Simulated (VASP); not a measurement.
# SiO2: single point with LDA

Crystal: SiO2.

```xyz
6
Lattice="4.1302 0.0000 0.0000 0.0000 4.1302 0.0000 0.0000 0.0000 2.7252" Properties=species:S:1:pos:R:3 pbc="T T T"
Si    2.0651    2.0651    1.3626
Si    0.0000    0.0000    0.0000
O     2.8681    2.8681    0.0000
O     0.8030    3.3272    1.3626
O     1.2621    1.2621    0.0000
O     3.3272    0.8030    1.3626
```

* Program: VASP 6.6.1
* Task: single point
* Functional: LDA
* Potentials or basis: VASP PAW LDA potentials, release 64 (Si, O)
* Cutoff: 520 eV
* k mesh: 6 × 6 × 8
* Occupations: gaussian, width 0.05 eV
* Spin: no spin polarisation
* Dipole correction: no
* Further INCAR settings: ALGO = Normal; EDIFF = 1e-06; NBANDS = 25

The pressure is -3.9 GPa and the largest force is 0.118 eV/Å. The band gap on the k mesh is 5.49 eV, direct.

Forces in eV/Å, atoms in the order of the input:
```
Si   0.000  0.000  0.000
Si   0.000  0.000  0.000
O    0.083  0.083  0.000
O    0.083 -0.083  0.000
O   -0.083 -0.083  0.000
O   -0.083  0.083  0.000
```

Stress tensor (GPa, compression positive):
```
  0.54   0.00   0.00
  0.00   0.54   0.00
  0.00   0.00 -12.90
```

Levels at points of the mesh, in eV from the valence-band top:
| k point | band 12 | band 13 | band 14 | band 15 | band 16 | band 17 | band 18 | band 19 | band 20 | band 21 |
| --- | --- | --- | --- | --- | --- | --- | --- | --- | --- | --- |
| (0.00, 0.00, 0.00) | -3.33 | -2.66 | -0.86 | -0.86 | 0.00 | 5.49 | 5.96 | 7.86 | 7.86 | 10.78 |
| (0.50, 0.00, 0.00) | -3.94 | -2.84 | -2.84 | -1.05 | -1.05 | 7.33 | 7.33 | 8.47 | 8.47 | 11.17 |
| (0.50, 0.50, 0.00) | -3.49 | -2.83 | -2.83 | -2.21 | -2.21 | 7.00 | 7.00 | 9.53 | 9.53 | 13.41 |
| (0.00, 0.00, 0.50) | -4.65 | -3.27 | -3.27 | -2.70 | -2.70 | 8.97 | 8.97 | 12.32 | 12.32 | 12.91 |
| (0.50, 0.00, 0.50) | -4.07 | -2.25 | -2.25 | -1.77 | -1.77 | 8.66 | 8.66 | 10.01 | 10.01 | 11.99 |
| (0.50, 0.50, 0.50) | -4.45 | -1.69 | -1.69 | -1.55 | -1.55 | 7.13 | 7.13 | 10.90 | 10.90 | 11.49 |

Run time: 27 s on 1 thread of Intel(R) Xeon(R) Platinum 8259CL CPU @ 2.50GHz (Skylake/Cascade Lake), on a shared host, peak memory 0.16 GiB.

A k mesh can miss the band edges.
